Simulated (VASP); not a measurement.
# ZnGeN3 (I4/mcm) in VASP: a series of runs

Runs on ZnGeN3. Level: PBE. Tasks: single point, relaxation of cell and atoms.

All numbers are computed with VASP 6.6.1; they aren't measurements. Logs are shortened: lines on timing, memory, paths and dates and some standing lists are left out, and cuts for length are marked.

## Step 1: The cell of the first run

The structure is tetragonal, space group I4/mcm (No. 140). The conventional cell has a = 4.697 Å, b = 4.697 Å, c = 8.993 Å, α = 90.00°, β = 90.00°, γ = 90.00°. Within 3.1 Å of Zn (site symmetry -42m) lie 8 N at 2.35 Å. Ge (site symmetry 4/m) has 6 N at 1.93 to 2.25 Å within 2.6 Å. Within 1.8 Å of N (site symmetry m2m) lie 1 N at 1.37 Å. Within 3.0 Å of N (site symmetry 422) lie 2 Ge at 2.25 Å and 4 Zn at 2.35 Å and 8 N at 2.96 Å.

## Step 2: Single point, PBE

INCAR

```
SYSTEM = ZnGeN3
  ALGO = Normal
  EDIFF = 1E-6
  ENCUT = 520
  GGA = PE
  ISIF = 2
  ISMEAR = 0
  LASPH = .True.
  LCHARG = .False.
  LREAL = .False.
  LWAVE = .False.
  NBANDS = 52
  NELM = 60
  PREC = Accurate
  SIGMA = 0.1
```

KPOINTS

```
k-points
0
Gamma
  6 6 6
  0 0 0
```

POSCAR

```
ZnGeN3
1.0
   -2.3483763300      2.3483763300      4.4963081603
    2.3483763300     -2.3483763300      4.4963081603
    2.3483763300      2.3483763300     -4.4963081603
Zn Ge N
2 2 6
Direct
    0.7500000000      0.2500000000      0.5000000000
    0.2500000000      0.7500000000      0.5000000000
    0.5000000000      0.5000000000      0.0000000000
    0.0000000000      0.0000000000      0.0000000000
    0.3971433422      0.8971433422      0.2942866844
    0.8971433422      0.6028566578      0.5000000000
    0.7500000000      0.7500000000      0.0000000000
    0.6028566578      0.1028566578      0.7057133156
    0.1028566578      0.3971433422      0.5000000000
    0.2500000000      0.2500000000      0.0000000000
```

Potentials or basis: VASP PAW PBE potentials, release 64 (Zn, Ge_d, N).

Launch:

```bash
> cat potpaw_PBE.64/Zn/POTCAR potpaw_PBE.64/Ge_d/POTCAR potpaw_PBE.64/N/POTCAR > POTCAR
> mpirun -np 1 vasp_std > vasp.out
```

OUTCAR:

```text
SYSTEM = ZnGeN3
   EDIFF = 1E-6
   ENCUT = 520
   GGA = PE
   ISIF = 2
   ISMEAR = 0
   LASPH = .True.
   LREAL = .False.
   NELM = 60
   PREC = Accurate

 ion  position               nearest neighbor table
   1  0.750  0.250  0.500-   7 2.35  10 2.35   7 2.35  10 2.35   5 2.35   9 2.35   6 2.35   8 2.35

   2  0.250  0.750  0.500-   7 2.35  10 2.35  10 2.35   7 2.35   8 2.35   9 2.35   6 2.35   5 2.35

   3  0.500  0.500  0.000-   5 1.93   8 1.93   6 1.93   9 1.93  10 2.25   7 2.25
   4  0.000  0.000  0.000-   5 1.93   8 1.93   9 1.93   6 1.93  10 2.25   7 2.25
   5  0.397  0.897  0.294-   8 1.37   4 1.93   3 1.93   1 2.35   2 2.35
   6  0.897  0.603  0.500-   9 1.37   4 1.93   3 1.93   2 2.35   1 2.35
   7  0.750  0.750  0.000-   3 2.25   4 2.25   1 2.35   2 2.35   1 2.35   2 2.35
   8  0.603  0.103  0.706-   5 1.37   4 1.93   3 1.93   2 2.35   1 2.35
   9  0.103  0.397  0.500-   6 1.37   3 1.93   4 1.93   2 2.35   1 2.35
  10  0.250  0.250  0.000-   3 2.25   4 2.25   1 2.35   2 2.35   2 2.35   1 2.35

  LATTYP: Found a body centered tetragonal cell.
 ALAT       =     4.6967526600
 C/A-ratio  =     1.9146454948

  Lattice vectors:

 A1 = (  -2.3483763300,   2.3483763300,   4.4963081603)
 A2 = (   2.3483763300,  -2.3483763300,   4.4963081603)
 A3 = (   2.3483763300,   2.3483763300,  -4.4963081603)

Analysis of symmetry for initial positions (statically):
=====================================================================
 Subroutine PRICEL returns:
 Original cell was already a primitive cell.

 Routine SETGRP: Setting up the symmetry group for a
 body centered tetragonal supercell.

 Subroutine GETGRP returns: Found 16 space group operations
 (whereof  8 operations were pure point group operations)
 out of a pool of 16 trial point group operations.

The static configuration has the point symmetry C_4h.
 The point group associated with its full space group is D_4h.

Analysis of symmetry for dynamics (positions and initial velocities):
=====================================================================
 Subroutine PRICEL returns:
 Original cell was already a primitive cell.

 Routine SETGRP: Setting up the symmetry group for a
 body centered tetragonal supercell.

 Subroutine GETGRP returns: Found 16 space group operations
 (whereof  8 operations were pure point group operations)
 out of a pool of 16 trial point group operations.

[... 123 lines left out ...]
   ISIF   =      2    stress and relaxation
   ISYM   =      2    0-nonsym 1-usesym 2-fastsym
   POTIM  = 0.5000    time-step for ionic-motion
   TEBEG  =    0.0;   TEEND  =   0.0 temperature during run
   PSTRESS=    0.0 pullay stress
   NELECT =      82.0000    total number of electrons
   NUPDOWN=      -1.0000    fix difference up-down
   EMIN   =  10.00;   EMAX   =-10.00  energy-range for DOS
   EFERMI =   0.00;   METHOD = LEGACY
   ISMEAR =     0;   SIGMA  =   0.10  broadening in eV -4-tet -1-fermi 0-gaus
   EFERMI_NEDOS =   21; number of points for ismear=-14 and -15
   IALGO  =     38    algorithm
   IMIX   =      4    mixing-type and parameters
     AMIX     =   0.40;   BMIX     =  1.00
     AMIX_MAG =   1.60;   BMIX_MAG =  1.00
  volume/ion in A,a.u.               =       9.92        66.93
  Fermi-wavevector in a.u.,A,eV,Ry     =   1.536487  2.903540 32.120540  2.360793
  Thomas-Fermi vector in A             =   2.643129
   LORBIT       =      0    0 simple, 1 ext, 2 COOP (PROOUT), +10 PAW based schemes
   GGA     = PE    functional components
   LHFCALC =     F    Hartree Fock is set to
   AEXX    =    0.0000 exact exchange contribution
   IVDW    =     0    specifies the selected vdW correction
   LEPSILON=     F    determine dielectric tensor
   LRPA    =     F    only Hartree local field effects (RPA)
 non-spin polarized calculation
 Gauss-broadening in eV      SIGMA  =   0.10
  energy-cutoff  :      520.00
  volume of cell :       99.19
 maximum number of plane-waves:      2697
 NGX is ok and might be reduce to    42
   NGX = 21   NGY = 21   NGZ = 21

 number of electron      82.0000016 magnetization

 Free energy of the ion-electron system (eV)
  ---------------------------------------------------
  ext. energy  EPLUGINS =         0.00000000
  ---------------------------------------------------
  free energy    TOTEN  =       -53.94281983 eV

  energy without entropy =      -53.92534804  energy(sigma->0) =      -53.93408394

 E-fermi :   6.3785     XC(G=0): -12.2112

 val. band max:        6.3479489900   @ k =   0.3333   0.3333   0.1667
 cond. band min:       6.3798444641   @ k =  -0.1667  -0.3333   0.1667
 fundamental gap:      0.0318954741
 Fermi energy:         6.3784622544

 k-point     1 :       0.0000    0.0000    0.0000
  band No.  band energies     occupation
      1     -19.3069      2.00000
      2     -19.1978      2.00000
      3     -19.1042      2.00000
      4     -19.0771      2.00000
      5     -19.0581      2.00000
      6     -19.0349      2.00000
[... 1309 lines left out ...]
     51      14.7142      0.00000
     52      14.9191      0.00000

 [... further k-points ...]

------------------------ aborting loop because EDIFF is reached ----------------------------------------

  FORCE on cell =-STRESS in cart. coord.  units (eV):
  Direction    XX          YY          ZZ          XY          YZ          ZX
  --------------------------------------------------------------------------------------
  -------------------------------------------------------------------------------------
  Total        0.0757667      0.0757667      0.2458732      0.0000000      0.0000000      0.0000000
  in kB        1.2238770      1.2238770      3.9716441      0.0000000      0.0000000      0.0000000
  external PRESSURE =       2.1397993 kB  Pullay stress =       0.0000000 kB

 VOLUME and BASIS-vectors are now :
 -----------------------------------------------------------------------------
  energy-cutoff  :      520.00
  volume of cell :       99.19
      direct lattice vectors                 reciprocal lattice vectors
    -2.348376330  2.348376330  4.496308160     0.000000000  0.212913064  0.111202342
     2.348376330 -2.348376330  4.496308160     0.212913064  0.000000000  0.111202342
     2.348376330  2.348376330 -4.496308160     0.212913064  0.212913064  0.000000000

 POSITION                                       TOTAL-FORCE (eV/Angst)
 -----------------------------------------------------------------------------------
      0.00000      2.34838      2.24815         0.000000     -0.000000     -0.000000
      2.34838      0.00000      2.24815         0.000000     -0.000000     -0.000000
      0.00000      0.00000      4.49631         0.000000     -0.000000     -0.000000
      0.00000      0.00000      0.00000         0.000000     -0.000000     -0.000000
      1.86528     -0.48309      4.49631        -0.078382     -0.078382     -0.000000
      0.48309      1.86528      4.49631         0.078382     -0.078382      0.000000
      0.00000      0.00000      6.74446         0.000000     -0.000000     -0.000000
      0.48309      2.83147     -0.00000         0.078382      0.078382      0.000000
      1.86528      0.48309      0.00000        -0.078382      0.078382     -0.000000
      0.00000      0.00000      2.24815         0.000000      0.000000     -0.000000
 -----------------------------------------------------------------------------------
    total drift:                               -0.000000      0.000000      0.000000

  FREE ENERGIE OF THE ION-ELECTRON SYSTEM (eV)
  ---------------------------------------------------
  free  energy   TOTEN  =       -53.9428198345 eV

  energy  without entropy=      -53.9253480391  energy(sigma->0) =      -53.93408394
```

It took 3.7 min on 1 thread of Intel Xeon 6975P-C (Granite Rapids), shared host; peak memory 0.31 GiB.

What came out:

```yaml
Free_energy: -53.9428 eV
Pressure: 0.2 GPa
Largest_force: 0.111 eV/Å
Band_gap_on_the_k_mesh: zero (bands 41 and 42 overlap by 0.50 eV)
```

Forces on the atoms (eV/Å):
```
Zn   0.000  0.000  0.000
Zn   0.000  0.000  0.000
Ge   0.000  0.000  0.000
Ge   0.000  0.000  0.000
N   -0.078 -0.078  0.000
N    0.078 -0.078  0.000
N    0.000  0.000  0.000
N    0.078  0.078  0.000
N   -0.078  0.078  0.000
N    0.000  0.000  0.000
```

Stress tensor (GPa, compression positive):
```
0.12 0.00 0.00
0.00 0.12 0.00
0.00 0.00 0.40
```

Levels at points of the mesh, in eV from the Fermi level:
| k point | band 39 | band 40 | band 41 | band 42 | band 43 | band 44 |
| --- | --- | --- | --- | --- | --- | --- |
| (0.00, 0.00, 0.00) | -0.68 | -0.20 | 0.29 | 0.29 | 0.31 | 2.53 |
| (0.50, 0.00, 0.00) | -1.76 | -1.76 | -0.03 | -0.03 | 2.96 | 2.96 |
| (0.50, 0.50, 0.00) | -1.61 | -0.10 | 0.18 | 0.23 | 1.28 | 3.87 |
| (0.50, 0.50, 0.50) | -1.84 | -0.31 | -0.31 | -0.21 | 0.89 | 2.69 |

## Step 3: Relaxation of cell and atoms, PBE

This run uses another cell than the first one, of 10.61 Å³/atom.

INCAR

```
SYSTEM = ZnGeN3
PREC = Accurate
ENCUT = 600
EDIFF = 1E-7
ISMEAR = 0
SIGMA = 0.1
LREAL = .False.
LASPH = .True.
NELM = 100
ALGO = Normal
ISIF = 3
LWAVE = .False.
LCHARG = .False.
GGA = PE
IBRION = 2
NSW = 90
EDIFFG = -0.04
```

KPOINTS

```
regular mesh
0
Gamma
  4 4 4
  0 0 0
```

POSCAR

```
ZnGeN3
1.0
   -2.6572738700      2.6572738700      3.7579527500
    2.6572738700     -2.6572738700      3.7579527500
    2.6572738700      2.6572738700     -3.7579527500
Zn Ge N
2 2 6
Direct
    0.7500000000      0.2500000000      0.5000000000
    0.2500000000      0.7500000000      0.5000000000
    0.5000000000      0.5000000000      0.0000000000
    0.0000000000      0.0000000000      0.0000000000
    0.2767774400      0.7767774400      0.0535548700
    0.7767774400      0.7232225600      0.5000000000
    0.7500000000      0.7500000000      0.0000000000
    0.7232225600      0.2232225600      0.9464451300
    0.2232225600      0.2767774400      0.5000000000
    0.2500000000      0.2500000000      0.0000000000
```

Potentials or basis: VASP PAW PBE potentials, release 64 (Zn, Ge_d, N).

Launch:

```bash
> cat potpaw_PBE.64/Zn/POTCAR potpaw_PBE.64/Ge_d/POTCAR potpaw_PBE.64/N/POTCAR > POTCAR
> mpirun -np 1 vasp_std > vasp.out
```

Run time: 31 min. Hardware: 1 thread of Intel Xeon 6975P-C (Granite Rapids), shared host; peak memory 0.32 GiB.

It converged, with:

| Property | Result |
| --- | --- |
| Free energy | -53.9668 eV |
| Relaxed volume | 9.89 Å³/atom |
| Relaxed cell | a = 5.589 Å, b = 5.589 Å, c = 5.589 Å, α = 130.39°, β = 130.39°, γ = 72.78° |
| Space group after relaxing (to 0.1 Å) | I4/mcm (No. 140) |
| Energy gained by relaxing | 761.8 meV/atom |
| Ionic steps | 29 |
| Pressure after relaxing | 0.3 GPa |
| Largest force after relaxing | 0.022 eV/Å |
| Band gap on the k mesh | zero (bands 41 and 42 overlap by 0.49 eV) |

Forces in eV/Å, atoms in the order of the input:
```
Zn   0.000  0.000  0.000
Zn   0.000  0.000  0.000
Ge   0.000  0.000  0.000
Ge   0.000  0.000  0.000
N    0.015  0.015  0.000
N   -0.015  0.015  0.000
N    0.000  0.000  0.000
N   -0.015 -0.015  0.000
N    0.015 -0.015  0.000
N    0.000  0.000  0.000
```

The path:
```tsv
step	energy change (eV)	largest force (eV/Å)	pressure (GPa)	volume (Å³)
1	0.0000	1.2754	8.23	106.14
2	-0.3872	1.2634	-5.25	114.74
3	-0.3878	1.2594	-5.57	115.00
4	-0.8477	1.3789	-6.45	114.89
5	-2.3282	1.3181	-8.47	114.52
6	-3.9440	0.2003	-1.02	113.57
7	-4.1880	0.4682	2.37	113.14
8	-4.1946	1.2717	4.79	112.94
9	-4.2064	0.8105	3.49	113.04
10	-4.6794	0.8772	-0.50	114.02
11	-5.2905	1.5843	-4.90	115.83
12	-4.8970	8.6406	4.01	118.02
13	-5.4209	2.3298	-5.33	116.55
14	-6.0254	0.4355	-10.38	113.94
15	-6.7713	1.8995	-15.48	107.14
16	-7.1321	2.1844	-10.12	102.92
17	-7.2617	2.5081	-4.31	99.66
18	-7.2674	2.6057	-2.55	98.82
19	-7.5011	1.5911	-0.59	98.10
20	-7.5954	0.0727	2.57	97.31
21	-7.5960	0.0915	2.25	97.37
22	-7.5960	0.0195	2.38	97.34
23	-7.6031	0.0272	1.52	97.83
24	-7.6089	0.1222	-0.24	98.86
25	-7.6115	0.0174	-0.36	98.93
26	-7.6138	0.2023	-0.61	99.09
27	-7.6154	0.1650	-0.43	99.06
28	-7.6180	0.0468	0.18	98.95
29	-7.6181	0.0216	0.33	98.93
```

Final structure:
```yaml
crystal:
  lattice:
    - [-2.34467, 2.34467, 4.49895]
    - [2.34467, -2.34467, 4.49895]
    - [2.34467, 2.34467, -4.49895]
  atoms:
    - { symbol: Zn, position: [0.75000, 0.25000, 0.50000] }
    - { symbol: Zn, position: [0.25000, 0.75000, 0.50000] }
    - { symbol: Ge, position: [0.50000, 0.50000, 0.00000] }
    - { symbol: Ge, position: [0.00000, 0.00000, 0.00000] }
    - { symbol: N, position: [0.39672, 0.89672, 0.29344] }
    - { symbol: N, position: [0.89672, 0.60328, 0.50000] }
    - { symbol: N, position: [0.75000, 0.75000, 0.00000] }
    - { symbol: N, position: [0.60328, 0.10328, 0.70656] }
    - { symbol: N, position: [0.10328, 0.39672, 0.50000] }
    - { symbol: N, position: [0.25000, 0.25000, 0.00000] }
```

Levels at points of the mesh, in eV from the Fermi level:
```csv
k point,band 39,band 40,band 41,band 42,band 43,band 44
"(0.00, 0.00, 0.00)",-0.69,-0.21,0.27,0.27,0.33,2.59
"(0.50, 0.00, 0.00)",-1.76,-1.76,-0.04,-0.04,2.99,2.99
"(0.50, 0.50, 0.00)",-1.63,-0.10,0.18,0.23,1.36,3.92
"(0.50, 0.50, 0.50)",-1.85,-0.32,-0.32,-0.22,0.90,2.69
```

Caveat: the k points lie up to 0.38 Å⁻¹ apart in the final cell.

(Continued in part 2 of 2.)

The gap in the log of VASP goes by the Fermi energy; the results here count the filled bands.